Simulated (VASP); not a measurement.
# Au (P6_3/mmc) in VASP: notebook, part 2 of 2

VASP 6.6.1.

### Step 4. Single point, r2SCAN

This run uses another cell than the first one, of the same volume but with other edges.

POSCAR

```
Au
1.0
    2.9397293532      0.0000000000      0.0000000000
   -1.4698646766      2.5458803001      0.0000000000
    0.0000000000      0.0000000000      4.7489833181
Au
2
Direct
    0.3333333333      0.6666666667      0.7500000000
    0.6666666667      0.3333333333      0.2500000000
```

INCAR.step1

```
ALGO = Normal
EDIFF = 1E-4
ENCUT = 520
GGA = PE
ISMEAR = 0
LASPH = True
LCHARG = False
LREAL = False
LWAVE = True
NBANDS = 18
NELM = 60
PREC = Accurate
SIGMA = 0.15
```

INCAR.step2

```
ALGO = Normal
EDIFF = 1E-6
ENCUT = 520
ISIF = 2
ISMEAR = 0
ISTART = 1
LASPH = True
LCHARG = False
LMIXTAU = True
LREAL = False
LWAVE = False
METAGGA = R2SCAN
NBANDS = 18
NELM = 60
PREC = Accurate
SIGMA = 0.15
```

KPOINTS

```
k-points
0
Gamma
  24 24 12
```

Started as:

```
$ cat potpaw_PBE.64/Au/POTCAR > POTCAR
$ cp INCAR.step1 INCAR
$ mpirun -np 1 vasp_std > vasp.out
$ cp INCAR.step2 INCAR
$ mpirun -np 1 vasp_std > vasp.out
```

It took 17 min on 1 thread of Oxide Virtual Turin-like, shared host; peak memory 0.31 GiB.

The run converged. Its results:

```yaml
Free_energy: -101.1706 eV
Pressure: -1.3 GPa
Band_gap_on_the_k_mesh: zero (band 11 reaches 12.84 eV, above the bottom of band 12 at 5.84 eV)
```

Stress tensor (GPa, compression positive):
```
-2.22  0.00  0.00
 0.00 -2.22  0.00
 0.00  0.00  0.52
```

Levels at points of the mesh, in eV from the Fermi level:
| k point | band 9 | band 10 | band 11 | band 12 | band 13 | band 14 |
| --- | --- | --- | --- | --- | --- | --- |
| (0.00, 0.00, 0.00) | -3.85 | -2.35 | -2.35 | -0.51 | 3.06 | 15.23 |
| (0.50, 0.00, 0.00) | -2.03 | -1.96 | 0.29 | 1.31 | 6.24 | 7.62 |
| (0.00, 0.00, 0.50) | -2.80 | -2.80 | -2.80 | -2.80 | 11.75 | 11.75 |
| (0.50, 0.00, 0.50) | -2.05 | -2.05 | 0.63 | 0.63 | 3.82 | 3.82 |

Caveat: the PAW data sets were made with another functional, which shifts forces and pressure a little; spin-orbit coupling is left out, which moves the levels of the heavy elements.

### Step 5. Single point, r2SCAN

This run uses another cell than the first one, of the same volume but with other edges.

POSCAR

```
Au
1.0
    2.8532160618      0.0000000000      0.0000000000
   -1.4266080309      2.4709575920      0.0000000000
    0.0000000000      0.0000000000      5.0413403842
Au
2
Direct
    0.3333333333      0.6666666667      0.7500000000
    0.6666666667      0.3333333333      0.2500000000
```

INCAR.step1

```
SYSTEM = Au
PREC     = Accurate       ! precision mode
ENCUT    = 520            ! plane-wave cutoff, eV
ISMEAR   = 0              ! smearing method
SIGMA    = 0.15           ! smearing width, eV
LREAL    = .FALSE.        ! projectors in reciprocal space
LASPH    = .TRUE.         ! aspherical terms in the spheres
NELM     = 80             ! most SCF steps
NBANDS   = 18             ! bands
GGA      = PE             ! functional
ALGO     = Normal         ! electronic algorithm
EDIFF    = 1E-4           ! SCF threshold, eV
LWAVE    = .TRUE.         ! write WAVECAR
LCHARG   = .FALSE.        ! write CHGCAR
```

INCAR.step2

```
SYSTEM = Au
PREC     = Accurate       ! precision mode
ENCUT    = 520            ! plane-wave cutoff, eV
EDIFF    = 1E-6           ! SCF threshold, eV
ISMEAR   = 0              ! smearing method
SIGMA    = 0.15           ! smearing width, eV
LREAL    = .FALSE.        ! projectors in reciprocal space
LASPH    = .TRUE.         ! aspherical terms in the spheres
NELM     = 80             ! most SCF steps
ALGO     = Normal         ! electronic algorithm
ISIF     = 2              ! what is computed and relaxed
LWAVE    = .FALSE.        ! write WAVECAR
LCHARG   = .FALSE.        ! write CHGCAR
METAGGA  = R2SCAN         ! meta-GGA
LMIXTAU  = .TRUE.       
NBANDS   = 18             ! bands
ISTART   = 1
```

KPOINTS

```
regular mesh
0
G
  24 24 12
  0 0 0
```

Potentials or basis: VASP PAW PBE potentials, release 64 (Au).

Started as:

```
$ cat potpaw_PBE.64/Au/POTCAR > POTCAR
$ cp INCAR.step1 INCAR
$ mpirun -np 1 vasp_std > vasp.out
$ cp INCAR.step2 INCAR
$ mpirun -np 1 vasp_std > vasp.out
```

OUTCAR:

```text
SYSTEM = Au
   PREC = Accurate
   ENCUT = 520
   EDIFF = 1E-6
   ISMEAR = 0
   LREAL = .FALSE.
   LASPH = .TRUE.
   NELM = 80
   ISIF = 2
   METAGGA = R2SCAN
   ISTART = 1

 ion  position               nearest neighbor table
   1  0.333  0.667  0.750-   2 3.01   2 3.01   2 3.01   2 3.01   2 3.01   2 3.01
   2  0.667  0.333  0.250-   1 3.01   1 3.01   1 3.01   1 3.01   1 3.01   1 3.01

  LATTYP: Found a hexagonal cell.
 ALAT       =     2.8532160618
 C/A-ratio  =     1.7668975202

  Lattice vectors:

 A1 = (   2.8532160618,   0.0000000000,   0.0000000000)
 A2 = (  -1.4266080309,   2.4709575920,   0.0000000000)
 A3 = (   0.0000000000,   0.0000000000,   5.0413403842)

Analysis of symmetry for initial positions (statically):
=====================================================================
 Subroutine PRICEL returns:
 Original cell was already a primitive cell.

 Routine SETGRP: Setting up the symmetry group for a
 hexagonal supercell.

 Subroutine GETGRP returns: Found 24 space group operations
 (whereof 12 operations were pure point group operations)
 out of a pool of 24 trial point group operations.

The static configuration has the point symmetry D_3d.
 The point group associated with its full space group is D_6h.

Analysis of symmetry for dynamics (positions and initial velocities):
=====================================================================
 Subroutine PRICEL returns:
 Original cell was already a primitive cell.

 Routine SETGRP: Setting up the symmetry group for a
 hexagonal supercell.

 Subroutine GETGRP returns: Found 24 space group operations
 (whereof 12 operations were pure point group operations)
 out of a pool of 24 trial point group operations.

The dynamic configuration has the point symmetry D_3d.
 The point group associated with its full space group is D_6h.

 Subroutine INISYM returns: Found 24 space group operations
 (whereof 12 operations are pure point group operations),
 and found     1 'primitive' translations

----------------------------------------------------------------------------------------

                                     Primitive cell

  volume of cell :      35.5423

  direct lattice vectors                    reciprocal lattice vectors
     2.853216062  0.000000000  0.000000000     0.350481694  0.202350701  0.000000000
    -1.426608031  2.470957592  0.000000000     0.000000000  0.404701401  0.000000000
     0.000000000  0.000000000  5.041340384     0.000000000  0.000000000  0.198359945

  length of vectors
     2.853216062  2.853216062  5.041340384     0.404701401  0.404701401  0.198359945

  position of ions in fractional coordinates (direct lattice)
     0.333333333  0.666666667  0.750000000
     0.666666667  0.333333333  0.250000000

  ion indices of the primitive-cell ions
   primitive index   ion index
                 1           1
                 2           2

----------------------------------------------------------------------------------------

 KPOINTS: regular mesh

Automatic generation of k-mesh.
 Grid dimensions read from file:
 generate k-points for:   24   24   12

 Generating k-lattice:

  Cartesian coordinates                     Fractional coordinates (reciprocal lattice)
     0.014603404  0.008431279  0.000000000     0.041666667  0.000000000  0.000000000
     0.000000000  0.016862558  0.000000000     0.000000000  0.041666667  0.000000000
     0.000000000  0.000000000  0.016529995     0.000000000  0.000000000  0.083333333

  Length of vectors
     0.016862558  0.016862558  0.016529995

  Shift w.r.t. Gamma in fractional coordinates (k-lattice)
     0.000000000  0.000000000  0.000000000

 Subroutine IBZKPT returns following result:
 ===========================================

 Found    427 irreducible k-points:

 Following reciprocal coordinates:
            Coordinates               Weight
  0.000000  0.000000  0.000000      1.000000
  0.041667 -0.000000  0.000000      6.000000
  0.083333 -0.000000  0.000000      6.000000
  0.125000  0.000000  0.000000      6.000000
  0.166667 -0.000000  0.000000      6.000000
  0.208333  0.000000  0.000000      6.000000
[... 16 lines left out ...]
  0.416667  0.041667  0.000000     12.000000
  0.458333  0.041667  0.000000     12.000000
 [... further k-points ...]
   k-points           NKPTS =    427   k-points in BZ     NKDIM =    427   number of bands    NBANDS=     18
   number of dos      NEDOS =    301   number of ions     NIONS =      2
   total plane-waves  NPLWV =  23040
   dimension x,y,z NGX =    24 NGY =   24 NGZ =   40
   dimension x,y,z NGXF=    48 NGYF=   48 NGZF=   80
   ions per type =               2
   NGX,Y,Z   is equivalent  to a cutoff of  13.98, 13.98, 13.19 a.u.
   NGXF,Y,Z  is equivalent  to a cutoff of  27.97, 27.97, 26.38 a.u.
 SYSTEM =  Au
   PREC   = accura    normal or accurate (medium, high low for compatibility)
   ISTART =      1    job   : 0-new  1-cont  2-samecut
   ICHARG =      0    charge: 1-file 2-atom 10-const
   ISPIN  =      1    spin polarized calculation?
   LNONCOLLINEAR =      F non collinear calculations
   LSORBIT =      F    spin-orbit coupling
   LASPH  =      T    aspherical Exc in radial PAW
   ENCUT  =  520.0 eV  38.22 Ry    6.18 a.u.   5.31  5.31  9.37*2*pi/ulx,y,z
   NELM   =     80;   NELMIN=  2; NELMDL=  0     # of ELM steps
   EDIFF  = 0.1E-05   stopping-criterion for ELM
   LREAL  =      F    real-space projection
   EDIFFG = 0.1E-04   stopping-criterion for IOM
   NSW    =      0    number of steps for IOM
   IBRION =     -1    ionic relax: 0-MD 1-quasi-New 2-CG
   NFREE  =      0    steps in history (QN), initial steepest desc. (CG)
   ISIF   =      2    stress and relaxation
   ISYM   =      2    0-nonsym 1-usesym 2-fastsym
   POTIM  = 0.5000    time-step for ionic-motion
   TEBEG  =    0.0;   TEEND  =   0.0 temperature during run
   PSTRESS=    0.0 pullay stress
   NELECT =      22.0000    total number of electrons
   NUPDOWN=      -1.0000    fix difference up-down
   EMIN   =  10.00;   EMAX   =-10.00  energy-range for DOS
   EFERMI =   0.00;   METHOD = LEGACY
   ISMEAR =     0;   SIGMA  =   0.15  broadening in eV -4-tet -1-fermi 0-gaus
   EFERMI_NEDOS =   21; number of points for ismear=-14 and -15
   IALGO  =     38    algorithm
   IMIX   =      4    mixing-type and parameters
     AMIX     =   0.40;   BMIX     =  1.00
     AMIX_MAG =   1.60;   BMIX_MAG =  1.00
  volume/ion in A,a.u.               =      17.77       119.93
  Fermi-wavevector in a.u.,A,eV,Ry     =   1.395191  2.636529 26.484537  1.946559
  Thomas-Fermi vector in A             =   2.518667
   LORBIT       =      0    0 simple, 1 ext, 2 COOP (PROOUT), +10 PAW based schemes
   METAGGA = R2SCAN    functional components
   LHFCALC =     F    Hartree Fock is set to
   AEXX    =    0.0000 exact exchange contribution
   IVDW    =     0    specifies the selected vdW correction
   LEPSILON=     F    determine dielectric tensor
   LRPA    =     F    only Hartree local field effects (RPA)
 non-spin polarized calculation
 Gauss-broadening in eV      SIGMA  =   0.15
  energy-cutoff  :      520.00
  volume of cell :       35.54
 maximum number of plane-waves:       984
 NGX is ok and might be reduce to    24

 number of electron      22.0000004 magnetization

 Free energy of the ion-electron system (eV)
  ---------------------------------------------------
  ext. energy  EPLUGINS =         0.00000000
  ---------------------------------------------------
  free energy    TOTEN  =      -101.16640174 eV

  energy without entropy =     -101.15940225  energy(sigma->0) =     -101.16290199

 E-fermi :   8.6921     XC(G=0): -13.3235

 val. band max:        8.6919854179   @ k =   0.3333   0.0417   0.3333
 cond. band min:       8.7009311305   @ k =   0.2917   0.2083   0.0833
 fundamental gap:      0.0089457126
 Fermi energy:         8.6920671507

 k-point     1 :       0.0000    0.0000    0.0000
  band No.  band energies     occupation
      1      -1.0046      2.00000
      2       1.1527      2.00000
      3       3.4732      2.00000
      4       3.9843      2.00000
      5       3.9843      2.00000
      6       4.2210      2.00000
[... 10 lines left out ...]
     17      28.3620      0.00000
     18      28.3620      0.00000
[... 463 lines left out ...]
 k-point    24 :       0.4583    0.0417    0.0000
  band No.  band energies     occupation
      1       1.7627      2.00000
      2       1.8648      2.00000
      3       2.4026      2.00000
      4       4.0535      2.00000
      5       4.2580      2.00000
      6       4.3871      2.00000
[... 10 lines left out ...]
     17      20.4396      0.00000
     18      24.3709      0.00000

 [... further k-points ...]

------------------------ aborting loop because EDIFF is reached ----------------------------------------

  FORCE on cell =-STRESS in cart. coord.  units (eV):
  Direction    XX          YY          ZZ          XY          YZ          ZX
  --------------------------------------------------------------------------------------
  -------------------------------------------------------------------------------------
  Total        0.0900904      0.0900904     -0.5767990      0.0000000     -0.0000000      0.0000000
  in kB        4.0610967      4.0610967    -26.0009419      0.0000000     -0.0000000      0.0000000
  external PRESSURE =      -5.9595828 kB  Pullay stress =       0.0000000 kB

 VOLUME and BASIS-vectors are now :
 -----------------------------------------------------------------------------
  energy-cutoff  :      520.00
  volume of cell :       35.54
      direct lattice vectors                 reciprocal lattice vectors
     2.853216062  0.000000000  0.000000000     0.350481694  0.202350701  0.000000000
    -1.426608031  2.470957592  0.000000000     0.000000000  0.404701401  0.000000000
     0.000000000  0.000000000  5.041340384     0.000000000  0.000000000  0.198359945

 POSITION                                       TOTAL-FORCE (eV/Angst)
 -----------------------------------------------------------------------------------
     -0.00000      1.64731      3.78101         0.000000      0.000000      0.000000
      1.42661      0.82365      1.26034        -0.000000      0.000000      0.000000
 -----------------------------------------------------------------------------------
    total drift:                               -0.000000      0.000000     -0.000000

  FREE ENERGIE OF THE ION-ELECTRON SYSTEM (eV)
  ---------------------------------------------------
  free  energy   TOTEN  =      -101.1664017366 eV

  energy  without entropy=     -101.1594022502  energy(sigma->0) =     -101.16290199
```

It took 17 min on 1 thread of Oxide Virtual Turin-like, shared host; peak memory 0.31 GiB.

Results:

```yaml
Free_energy: -101.1664 eV
Pressure: -0.6 GPa
Band_gap_on_the_k_mesh: zero (band 11 reaches 13.05 eV, above the bottom of band 12 at 5.87 eV)
```

Caveat: the PAW data sets were made with another functional, which shifts forces and pressure a little; spin-orbit coupling is left out, which moves the levels of the heavy elements.

### Step 6. Summary

```csv
cell,gap on the mesh (eV),pressure (GPa)
"a = 2.982, b = 2.982, c = 4.616 Å, angles 90.0, 90.0, 120.0°, 2 atoms",none,-0.7
"a = 2.809, b = 2.809, c = 5.200 Å, angles 90.0, 90.0, 120.0°, 2 atoms",none,1.1
"a = 2.940, b = 2.940, c = 4.749 Å, angles 90.0, 90.0, 120.0°, 2 atoms",none,-1.3
"a = 2.853, b = 2.853, c = 5.041 Å, angles 90.0, 90.0, 120.0°, 2 atoms",none,-0.6
```

Alike in all rows: task single point; level r2SCAN; potentials or basis VASP PAW PBE potentials, release 64 (Au); no spin polarisation; k mesh 24 × 24 × 12; cutoff (eV) 520; smearing gaussian 0.15 eV.

Caveats: the PAW data sets were made with another functional, which shifts forces and pressure a little; spin-orbit coupling is left out, which moves the levels of the heavy elements.

Total energies depend on the potentials used, so only differences within one code and one set of settings carry meaning.
